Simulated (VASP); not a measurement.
HfC: single point with PBE

HfC:

```
Hf C
1.0
     0.00000    2.32568    2.32568
     2.32568    0.00000    2.32568
     2.32568    2.32568    0.00000
Hf C
1 1
Direct
  0.50000 0.50000 0.50000
  0.00000 0.00000 0.00000
```

* Program: VASP 6.6.1
* Task: single point
* Functional: PBE
* Potentials or basis: VASP PAW PBE potentials, release 64 (Hf_pv, C)
* Cutoff: 600 eV
* k mesh: 16 × 16 × 16
* Occupations: methfessel-paxton, width 0.1 eV
* Spin: no spin polarisation
* Dipole correction: no
* Further INCAR settings: ALGO = Normal; EDIFF = 1e-06; NBANDS = 14

* Pressure: -0.7 GPa
* Band gap on the k mesh: zero (bands 7 and 8 overlap by 1.42 eV)

Levels at points of the mesh, in eV from the Fermi level:
| k point | band 5 | band 6 | band 7 | band 8 | band 9 | band 10 |
| --- | --- | --- | --- | --- | --- | --- |
| (0.00, 0.00, 0.00) | 1.02 | 1.02 | 1.02 | 1.41 | 1.41 | 1.41 |
| (0.50, 0.00, 0.00) | -6.11 | -2.95 | -2.95 | 5.33 | 5.33 | 5.80 |
| (0.50, 0.50, 0.00) | -2.57 | -1.75 | -0.07 | -0.07 | 5.33 | 6.75 |

Run time: 60 s on 1 thread of Intel(R) Xeon(R) Platinum 8259CL CPU @ 2.50GHz (Skylake/Cascade Lake), on a shared host, peak memory 0.21 GiB.

Caveat: spin-orbit coupling is left out, which moves the levels of the heavy elements.
